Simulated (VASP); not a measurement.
# H2 in VASP: single point with PBEsol

Aim: the single point of H2 with PBEsol.

Program: VASP 6.6.1. These are calculated values, not measurements. Logs are shortened: lines on timing, memory, paths and dates and some standing lists are left out, and cuts for length are marked.

## Step 1: The cell of the first run

The cell holds a molecule in a box, 2 atoms: a = 9.000 Å, b = 9.500 Å, c = 10.000 Å, α = 90.00°, β = 90.00°, γ = 90.00°.

## Step 2: Single point, PBEsol

INCAR reads:

```
SYSTEM = H
PREC     = Accurate       ! precision mode
ENCUT    = 520            ! plane-wave cutoff, eV
EDIFF    = 1E-6           ! SCF threshold, eV
ISMEAR   = 0              ! smearing method
SIGMA    = 0.02           ! smearing width, eV
LREAL    = .FALSE.        ! projectors in reciprocal space
LASPH    = .TRUE.         ! aspherical terms in the spheres
NELM     = 80             ! most SCF steps
ALGO     = Normal         ! electronic algorithm
ISIF     = 2              ! what is computed and relaxed
LWAVE    = .FALSE.        ! write WAVECAR
LCHARG   = .FALSE.        ! write CHGCAR
GGA      = PS             ! functional
NBANDS   = 8              ! bands
```

KPOINTS reads:

```
regular mesh
0
G
  1 1 1
  0 0 0
```

POSCAR reads:

```
H
1.0
    9.0000000000      0.0000000000      0.0000000000
    0.0000000000      9.5000000000      0.0000000000
    0.0000000000      0.0000000000     10.0000000000
H
2
Direct
    0.5000000000      0.5000000000      0.4621109273
    0.5000000000      0.5000000000      0.5378890727
```

Potentials or basis: VASP PAW PBE potentials, release 64 (H).

Started as:

```sh
$ cat potpaw_PBE.64/H/POTCAR > POTCAR
$ mpirun -np 1 vasp_gam > vasp.out
```

OUTCAR:

```text
SYSTEM = H
   PREC = Accurate
   ENCUT = 520
   EDIFF = 1E-6
   ISMEAR = 0
   LREAL = .FALSE.
   LASPH = .TRUE.
   NELM = 80
   ISIF = 2
   GGA = PS

 ion  position               nearest neighbor table
   1  0.500  0.500  0.462-   2 0.76
   2  0.500  0.500  0.538-   1 0.76

  LATTYP: Found a simple orthorhombic cell.
 ALAT       =     9.0000000000
 B/A-ratio  =     1.0555555556
 C/A-ratio  =     1.1111111111

  Lattice vectors:

 A1 = (   9.0000000000,   0.0000000000,   0.0000000000)
 A2 = (   0.0000000000,   9.5000000000,   0.0000000000)
 A3 = (   0.0000000000,   0.0000000000,  10.0000000000)

Analysis of symmetry for initial positions (statically):
=====================================================================
 Subroutine PRICEL returns:
 Original cell was already a primitive cell.

 Routine SETGRP: Setting up the symmetry group for a
 simple orthorhombic supercell.

 Subroutine GETGRP returns: Found  8 space group operations
 (whereof  8 operations were pure point group operations)
 out of a pool of  8 trial point group operations.

The static configuration has the point symmetry D_2h.

Analysis of symmetry for dynamics (positions and initial velocities):
=====================================================================
 Subroutine PRICEL returns:
 Original cell was already a primitive cell.

 Routine SETGRP: Setting up the symmetry group for a
 simple orthorhombic supercell.

 Subroutine GETGRP returns: Found  8 space group operations
 (whereof  8 operations were pure point group operations)
 out of a pool of  8 trial point group operations.

The dynamic configuration has the point symmetry D_2h.

 Subroutine INISYM returns: Found  8 space group operations
 (whereof  8 operations are pure point group operations),
 and found     1 'primitive' translations

----------------------------------------------------------------------------------------

                                     Primitive cell

  volume of cell :     855.0000

  direct lattice vectors                    reciprocal lattice vectors
     9.000000000  0.000000000  0.000000000     0.111111111  0.000000000  0.000000000
     0.000000000  9.500000000  0.000000000     0.000000000  0.105263158  0.000000000
     0.000000000  0.000000000 10.000000000     0.000000000  0.000000000  0.100000000

  length of vectors
     9.000000000  9.500000000 10.000000000     0.111111111  0.105263158  0.100000000

  position of ions in fractional coordinates (direct lattice)
     0.500000000  0.500000000  0.462110927
     0.500000000  0.500000000  0.537889073

  ion indices of the primitive-cell ions
   primitive index   ion index
                 1           1
                 2           2

----------------------------------------------------------------------------------------

 KPOINTS: regular mesh

Automatic generation of k-mesh.
 Grid dimensions read from file:
 generate k-points for:    1    1    1

 Generating k-lattice:

  Cartesian coordinates                     Fractional coordinates (reciprocal lattice)
     0.111111111  0.000000000  0.000000000     1.000000000  0.000000000  0.000000000
     0.000000000  0.105263158  0.000000000     0.000000000  1.000000000  0.000000000
     0.000000000  0.000000000  0.100000000     0.000000000  0.000000000  1.000000000

  Length of vectors
     0.111111111  0.105263158  0.100000000

  Shift w.r.t. Gamma in fractional coordinates (k-lattice)
     0.000000000  0.000000000  0.000000000

 Subroutine IBZKPT returns following result:
 ===========================================

 Found      1 irreducible k-points:

 Following reciprocal coordinates:
            Coordinates               Weight
  0.000000  0.000000  0.000000      1.000000
   k-points           NKPTS =      1   k-points in BZ     NKDIM =      1   number of bands    NBANDS=      8
   number of dos      NEDOS =    301   number of ions     NIONS =      2
   total plane-waves  NPLWV = 403200
   dimension x,y,z NGX =    70 NGY =   72 NGZ =   80
   dimension x,y,z NGXF=   140 NGYF=  144 NGZF=  160
   ions per type =               2
   NGX,Y,Z   is equivalent  to a cutoff of  12.93, 12.60, 13.30 a.u.
   NGXF,Y,Z  is equivalent  to a cutoff of  25.86, 25.20, 26.60 a.u.
 SYSTEM =  H
   PREC   = accura    normal or accurate (medium, high low for compatibility)
   ISTART =      0    job   : 0-new  1-cont  2-samecut
   ICHARG =      2    charge: 1-file 2-atom 10-const
   ISPIN  =      1    spin polarized calculation?
   LNONCOLLINEAR =      F non collinear calculations
   LSORBIT =      F    spin-orbit coupling
   LASPH  =      T    aspherical Exc in radial PAW
   ENCUT  =  520.0 eV  38.22 Ry    6.18 a.u.  16.73 17.66 18.59*2*pi/ulx,y,z
   NELM   =     80;   NELMIN=  2; NELMDL= -5     # of ELM steps
   EDIFF  = 0.1E-05   stopping-criterion for ELM
   LREAL  =      F    real-space projection
   EDIFFG = 0.1E-04   stopping-criterion for IOM
   NSW    =      0    number of steps for IOM
   IBRION =     -1    ionic relax: 0-MD 1-quasi-New 2-CG
   NFREE  =      0    steps in history (QN), initial steepest desc. (CG)
   ISIF   =      2    stress and relaxation
   ISYM   =      2    0-nonsym 1-usesym 2-fastsym
   POTIM  = 0.5000    time-step for ionic-motion
   TEBEG  =    0.0;   TEEND  =   0.0 temperature during run
   PSTRESS=    0.0 pullay stress
   NELECT =       2.0000    total number of electrons
   NUPDOWN=      -1.0000    fix difference up-down
   EMIN   =  10.00;   EMAX   =-10.00  energy-range for DOS
   EFERMI =   0.00;   METHOD = LEGACY
   ISMEAR =     0;   SIGMA  =   0.02  broadening in eV -4-tet -1-fermi 0-gaus
   EFERMI_NEDOS =   21; number of points for ismear=-14 and -15
   IALGO  =     38    algorithm
   IMIX   =      4    mixing-type and parameters
     AMIX     =   0.40;   BMIX     =  1.00
     AMIX_MAG =   1.60;   BMIX_MAG =  1.00
  volume/ion in A,a.u.               =     427.50      2884.91
  Fermi-wavevector in a.u.,A,eV,Ry     =   0.217318  0.410672  0.642565  0.047227
  Thomas-Fermi vector in A             =   0.994036
   LORBIT       =      0    0 simple, 1 ext, 2 COOP (PROOUT), +10 PAW based schemes
   GGA     = PS    functional components
   LHFCALC =     F    Hartree Fock is set to
   AEXX    =    0.0000 exact exchange contribution
   IVDW    =     0    specifies the selected vdW correction
   LEPSILON=     F    determine dielectric tensor
   LRPA    =     F    only Hartree local field effects (RPA)
 non-spin polarized calculation
 Gauss-broadening in eV      SIGMA  =   0.02
  energy-cutoff  :      520.00
  volume of cell :      855.00
 maximum number of plane-waves:     11510
 NGX is ok and might be reduce to    70
   NGX = 33   NGY = 35   NGZ = 37

 number of electron       2.0000001 magnetization

 Free energy of the ion-electron system (eV)
  ---------------------------------------------------
  ext. energy  EPLUGINS =         0.00000000
  ---------------------------------------------------
  free energy    TOTEN  =        -6.51344934 eV

  energy without entropy =       -6.51344934  energy(sigma->0) =       -6.51344934

 E-fermi :  -9.9995     XC(G=0):  -0.4279

 val. band max:      -10.1075120023   @ k =   0.0000   0.0000   0.0000
 cond. band min:      -0.1690457690   @ k =   0.0000   0.0000   0.0000
 fundamental gap:      9.9384662333
 Fermi energy:        -9.9995366655

 k-point     1 :       0.0000    0.0000    0.0000
  band No.  band energies     occupation
      1     -10.1075      2.00000
      2      -0.1690      0.00000
      3       0.4259      0.00000
      4       1.0756      0.00000
      5       1.2082      0.00000
      6       1.3623      0.00000
      7       1.5283      0.00000
      8       1.7254      0.00000

------------------------ aborting loop because EDIFF is reached ----------------------------------------

  FORCE on cell =-STRESS in cart. coord.  units (eV):
  Direction    XX          YY          ZZ          XY          YZ          ZX
  --------------------------------------------------------------------------------------
  -------------------------------------------------------------------------------------
  Total       -0.0254614     -0.0247345     -0.0162626      0.0000000      0.0000000      0.0000000
  in kB       -0.0477119     -0.0463497     -0.0304743      0.0000000      0.0000000      0.0000000
  external PRESSURE =      -0.0415120 kB  Pullay stress =       0.0000000 kB

 VOLUME and BASIS-vectors are now :
 -----------------------------------------------------------------------------
  energy-cutoff  :      520.00
  volume of cell :      855.00
      direct lattice vectors                 reciprocal lattice vectors
     9.000000000  0.000000000  0.000000000     0.111111111  0.000000000  0.000000000
     0.000000000  9.500000000  0.000000000     0.000000000  0.105263158  0.000000000
     0.000000000  0.000000000 10.000000000     0.000000000  0.000000000  0.100000000

 POSITION                                       TOTAL-FORCE (eV/Angst)
 -----------------------------------------------------------------------------------
      4.50000      4.75000      4.62111         0.000000      0.000000     -0.019412
      4.50000      4.75000      5.37889         0.000000      0.000000      0.019412
 -----------------------------------------------------------------------------------
    total drift:                                0.000000      0.000000      0.000000

  FREE ENERGIE OF THE ION-ELECTRON SYSTEM (eV)
  ---------------------------------------------------
  free  energy   TOTEN  =        -6.5134493437 eV

  energy  without entropy=       -6.5134493437  energy(sigma->0) =       -6.51344934
```

Run time: 47 s. Hardware: 1 thread of Intel Xeon 8259CL, shared host; peak memory 0.65 GiB.

What came out:

```yaml
Free_energy: -6.5134 eV
Largest_force: 0.019 eV/Å
Gap_between_the_frontier_levels: 9.94 eV
```

Forces on the atoms (eV/Å):
```
H    0.000  0.000 -0.019
H    0.000  0.000  0.019
```

Caveat: the PAW data sets were made with another functional, which shifts forces and pressure a little.
